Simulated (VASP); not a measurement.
# PtS2 (R-3m) in VASP: single point with PBE

Aim: the single point of PtS2 with PBE.

All numbers are computed with VASP 6.6.1; they aren't measurements. Logs are shortened: lines on timing, memory, paths and dates and some standing lists are left out, and cuts for length are marked.

## (1) The cell of the first run

The structure is trigonal, space group R-3m (No. 166). The conventional cell has a = 3.529 Å, b = 3.529 Å, c = 16.569 Å, α = 90.00°, β = 90.00°, γ = 120.00°. Pt (site symmetry -3m) has 6 S at 2.39 Å within 3.2 Å. S (site symmetry 3m) has 3 Pt at 2.39 Å and 3 S at 3.21 Å within 3.3 Å.

## (2) Single point, PBE, non-collinear spin, zero start, spin-orbit coupling

File INCAR:

```
SYSTEM = PtS2
PREC = Accurate
ENCUT = 520
EDIFF = 1E-6
ISMEAR = -1
SIGMA = 0.02
LREAL = .False.
LASPH = .True.
NELM = 150
ALGO = Normal
ISIF = 2
LWAVE = .False.
LCHARG = .True.
MAGMOM = 0 0 0 0 0 0 0 0 0
LORBIT = 11
LSORBIT = .True.
GGA_COMPAT = .False.
LORBMOM = .True.
LMAXMIX = 4
GGA = PE
LVHAR = .True.
NBANDS = 35
```

File KPOINTS:

```
Automatic mesh
0
Gamma
  8 8 8
  0 0 0
```

File POSCAR:

```
PtS2
1.0
    1.7644428793      1.0187015713      5.5230471123
   -1.7644428793      1.0187015713      5.5230471123
    0.0000000000     -2.0374031427      5.5230471123
Pt S
1 2
Direct
    0.0000000000      0.0000000000      0.0000000000
    0.2583047974      0.2583047974      0.2583047974
    0.7416952026      0.7416952026      0.7416952026
```

Potentials or basis: VASP PAW PBE potentials, release 64 (Pt, S).

Run with:

```
$ cat potpaw_PBE.64/Pt/POTCAR potpaw_PBE.64/S/POTCAR > POTCAR
$ mpirun -np 1 vasp_ncl > vasp.out
```

OUTCAR:

```text
SYSTEM = PtS2
   PREC = Accurate
   ENCUT = 520
   EDIFF = 1E-6
   ISMEAR = -1
   LREAL = .False.
   LASPH = .True.
   NELM = 150
   ISIF = 2
   LORBIT = 11
   LSORBIT = .True.
   GGA = PE

 ion  position               nearest neighbor table
   1  0.000  0.000  0.000-   3 2.39   3 2.39   2 2.39   2 2.39   3 2.39   2 2.39
   2  0.258  0.258  0.258-   1 2.39   1 2.39   1 2.39
   3  0.742  0.742  0.742-   1 2.39   1 2.39   1 2.39

  LATTYP: Found a trigonal (rhomboedric) cell.
 ALAT       =     5.8868549303
 COS(alpha) =     0.8203287724

  Lattice vectors:

 A1 = (   1.7644428793,   1.0187015713,   5.5230471123)
 A2 = (  -1.7644428793,   1.0187015713,   5.5230471123)
 A3 = (   0.0000000000,  -2.0374031427,   5.5230471123)

Analysis of symmetry for initial positions (statically):
=====================================================================
 Subroutine PRICEL returns:
 Original cell was already a primitive cell.

 Routine SETGRP: Setting up the symmetry group for a
 trigonal (rhombohedral) supercell.

 Subroutine GETGRP returns: Found 12 space group operations
 (whereof 12 operations were pure point group operations)
 out of a pool of 12 trial point group operations.

The static configuration has the point symmetry D_3d.

Analysis of symmetry for dynamics (positions and initial velocities):
=====================================================================
 Subroutine PRICEL returns:
 Original cell was already a primitive cell.

 Routine SETGRP: Setting up the symmetry group for a
 trigonal (rhombohedral) supercell.

 Subroutine GETGRP returns: Found 12 space group operations
 (whereof 12 operations were pure point group operations)
 out of a pool of 12 trial point group operations.

The dynamic configuration has the point symmetry D_3d.

Analysis of structural, dynamic, and magnetic symmetry:
=====================================================================
 Subroutine PRICEL returns:
 Original cell was already a primitive cell.

 Routine SETGRP: Setting up the symmetry group for a
 trigonal (rhombohedral) supercell.

 Subroutine GETGRP returns: Found 12 space group operations
 (whereof 12 operations were pure point group operations)
 out of a pool of 12 trial point group operations.

The overall configuration has the point symmetry D_3d.

 Subroutine INISYM returns: Found 12 space group operations
 (whereof 12 operations are pure point group operations),
 and found     1 'primitive' translations

----------------------------------------------------------------------------------------

                                     Primitive cell

  volume of cell :      59.5641

  direct lattice vectors                    reciprocal lattice vectors
     1.764442879  1.018701571  5.523047112     0.283375566  0.163606959  0.060353158
    -1.764442879  1.018701571  5.523047112    -0.283375566  0.163606959  0.060353158
     0.000000000 -2.037403143  5.523047112     0.000000000 -0.327213919  0.060353158

  length of vectors
     5.886854930  5.886854930  5.886854930     0.332733305  0.332733305  0.332733305

  position of ions in fractional coordinates (direct lattice)
     0.000000000  0.000000000  0.000000000
     0.258304797  0.258304797  0.258304797
     0.741695203  0.741695203  0.741695203

  ion indices of the primitive-cell ions
   primitive index   ion index
                 1           1
                 2           2
                 3           3

----------------------------------------------------------------------------------------

 KPOINTS: Automatic mesh

Automatic generation of k-mesh.
 Grid dimensions read from file:
 generate k-points for:    8    8    8

 Generating k-lattice:

  Cartesian coordinates                     Fractional coordinates (reciprocal lattice)
     0.035421946  0.020450870  0.007544145     0.125000000 -0.000000000  0.000000000
    -0.035421946  0.020450870  0.007544145    -0.000000000  0.125000000  0.000000000
     0.000000000 -0.040901740  0.007544145     0.000000000  0.000000000  0.125000000

[... 100 lines left out ...]

 Free energy of the ion-electron system (eV)
  ---------------------------------------------------
  ext. energy  EPLUGINS =         0.00000000
  ---------------------------------------------------
  free energy    TOTEN  =       -15.79834557 eV

  energy without entropy =      -15.79834557  energy(sigma->0) =      -15.79834557

 E-fermi :   5.7656     XC(G=0): -10.1001

 val. band max:        5.3641913379   @ k =   0.2500   0.1250   0.1250
 cond. band min:       6.4399792521   @ k =  -0.2500   0.2500   0.0000
 fundamental gap:      1.0757879142
 Fermi energy:         5.7656046962

 k-point     1 :       0.0000    0.0000    0.0000
  band No.  band energies     occupation
      1      -9.2848      1.00000
      2      -9.2848      1.00000
      3      -6.7835      1.00000
      4      -6.7835      1.00000
      5      -0.9874      1.00000
      6      -0.9874      1.00000
[... 877 lines left out ...]
     33      14.9398      0.00000
     34      14.9398      0.00000

 [... further k-points ...]

 [bands above 34 left out]

------------------------ aborting loop because EDIFF is reached ----------------------------------------

  FORCE on cell =-STRESS in cart. coord.  units (eV):
  Direction    XX          YY          ZZ          XY          YZ          ZX
  --------------------------------------------------------------------------------------
  -------------------------------------------------------------------------------------
  Total        1.3533116      1.3533116      0.9039014      0.0000000     -0.0000000     -0.0000000
  in kB       36.4018785     36.4018785     24.3134764      0.0000000     -0.0000000     -0.0000000
  external PRESSURE =      32.3724112 kB  Pullay stress =       0.0000000 kB

 VOLUME and BASIS-vectors are now :
 -----------------------------------------------------------------------------
  energy-cutoff  :      520.00
  volume of cell :       59.56
      direct lattice vectors                 reciprocal lattice vectors
     1.764442879  1.018701571  5.523047112     0.283375566  0.163606959  0.060353158
    -1.764442879  1.018701571  5.523047112    -0.283375566  0.163606959  0.060353158
     0.000000000 -2.037403143  5.523047112     0.000000000 -0.327213919  0.060353158

 POSITION                                       TOTAL-FORCE (eV/Angst)
 -----------------------------------------------------------------------------------
      0.00000      0.00000      0.00000         0.000000      0.000000     -0.000000
      0.00000     -0.00000      4.27989         0.000000      0.000000     -0.049095
      0.00000     -0.00000     12.28925         0.000000     -0.000000      0.049095
 -----------------------------------------------------------------------------------
    total drift:                                0.000000     -0.000000      0.000000

  FREE ENERGIE OF THE ION-ELECTRON SYSTEM (eV)
  ---------------------------------------------------
  free  energy   TOTEN  =       -15.7983455727 eV

  energy  without entropy=      -15.7983455727  energy(sigma->0) =      -15.79834557

 orbital moment (x)

 # of ion     p       d       tot
 ----------------------------------------
  1         0.000  -0.000  -0.000
  2        -0.000   0.000  -0.000
  3         0.000   0.000   0.000
 ----------------------------------------
           -0.000  -0.000  -0.000

 orbital moment (y)

 # of ion     p       d       tot
 ----------------------------------------
  1         0.000   0.000   0.000
  2         0.000   0.000   0.000
  3        -0.000   0.000  -0.000
 ----------------------------------------
            0.000   0.000   0.000

 orbital moment (z)

 # of ion     p       d       tot
 ----------------------------------------
  1         0.000   0.000   0.000
  2         0.000   0.000   0.000
  3         0.000   0.000   0.000
 ----------------------------------------
            0.000   0.000   0.000

 Spin-Orbit-Coupling matrix elements

 Ion:    1  E_soc:     -0.7745718
 l=   1
     0.0000000    -0.0342736    -0.0361322
    -0.0342736     0.0000000    -0.0342736
    -0.0361322    -0.0342736     0.0000000
 l=   2
     0.0000000    -0.0211571     0.0000000    -0.0211571    -0.0700075
    -0.0211571     0.0000000    -0.0511695    -0.0256314    -0.0211571
     0.0000000    -0.0511695     0.0000000    -0.0511695     0.0000000
    -0.0211571    -0.0256314    -0.0511695     0.0000000    -0.0211571
    -0.0700075    -0.0211571     0.0000000    -0.0211571     0.0000000
 l=   3
     0.0000000     0.0000000     0.0000000     0.0000000     0.0000000     0.0000000     0.0000000
     0.0000000     0.0000000     0.0000000     0.0000000     0.0000000     0.0000000     0.0000000
     0.0000000     0.0000000     0.0000000     0.0000000     0.0000000     0.0000000     0.0000000
     0.0000000     0.0000000     0.0000000     0.0000000     0.0000000     0.0000000     0.0000000
[... 29 lines left out ...]
 l=   2
     0.0000000     0.0000000     0.0000000     0.0000000     0.0000000
     0.0000000     0.0000000     0.0000000     0.0000000     0.0000000
     0.0000000     0.0000000     0.0000000     0.0000000     0.0000000
     0.0000000     0.0000000     0.0000000     0.0000000     0.0000000
     0.0000000     0.0000000     0.0000000     0.0000000     0.0000000
 l=   3
     0.0000000     0.0000000     0.0000000     0.0000000     0.0000000     0.0000000     0.0000000
     0.0000000     0.0000000     0.0000000     0.0000000     0.0000000     0.0000000     0.0000000
     0.0000000     0.0000000     0.0000000     0.0000000     0.0000000     0.0000000     0.0000000
     0.0000000     0.0000000     0.0000000     0.0000000     0.0000000     0.0000000     0.0000000
     0.0000000     0.0000000     0.0000000     0.0000000     0.0000000     0.0000000     0.0000000
     0.0000000     0.0000000     0.0000000     0.0000000     0.0000000     0.0000000     0.0000000
     0.0000000     0.0000000     0.0000000     0.0000000     0.0000000     0.0000000     0.0000000

 total charge

# of ion       s       p       d       tot
------------------------------------------
    1        0.700   0.803   7.956   9.459
    2        1.361   2.285   0.000   3.646
    3        1.361   2.285   0.000   3.646
--------------------------------------------------
tot          3.421   5.373   7.956  16.750

 magnetization (x)

# of ion       s       p       d       tot
------------------------------------------
    1        0.000   0.000   0.000   0.000
    2        0.000   0.000   0.000   0.000
    3        0.000   0.000   0.000   0.000
--------------------------------------------------
tot          0.000   0.000   0.000   0.000

 magnetization (y)

# of ion       s       p       d       tot
------------------------------------------
    1       -0.000   0.000   0.000  -0.000
    2        0.000   0.000   0.000   0.000
    3        0.000   0.000   0.000   0.000
--------------------------------------------------
tot         -0.000   0.000   0.000   0.000

 magnetization (z)

# of ion       s       p       d       tot
------------------------------------------
    1        0.000   0.000   0.000   0.000
    2        0.000   0.000   0.000   0.000
    3        0.000   0.000   0.000   0.000
--------------------------------------------------
tot          0.000   0.000   0.000   0.000
```

It took 32 min on 1 thread of Intel Xeon Platinum 8259CL at 2.50GHz (Skylake/Cascade Lake), shared host; peak memory 0.76 GiB.

Results:

* Free energy: -15.7983 eV
* Pressure: 3.2 GPa
* Largest force: 0.049 eV/Å
* Net moment: 0.00 μB per cell
* Valence electrons inside the program's atomic spheres: Pt 9.46; S 3.65

Forces on the atoms (eV/Å):
```
Pt   0.000  0.000  0.000
S    0.000  0.000 -0.049
S    0.000  0.000  0.049
```

Stress tensor (GPa, compression positive):
```
3.64 0.00 0.00
0.00 3.64 0.00
0.00 0.00 2.43
```

Moments on the atoms (μB; x, y, z):
```
Pt  0.00 0.00 0.00
S   0.00 0.00 0.00
S   0.00 0.00 0.00
```

Caveat: the cell stands under pressure.
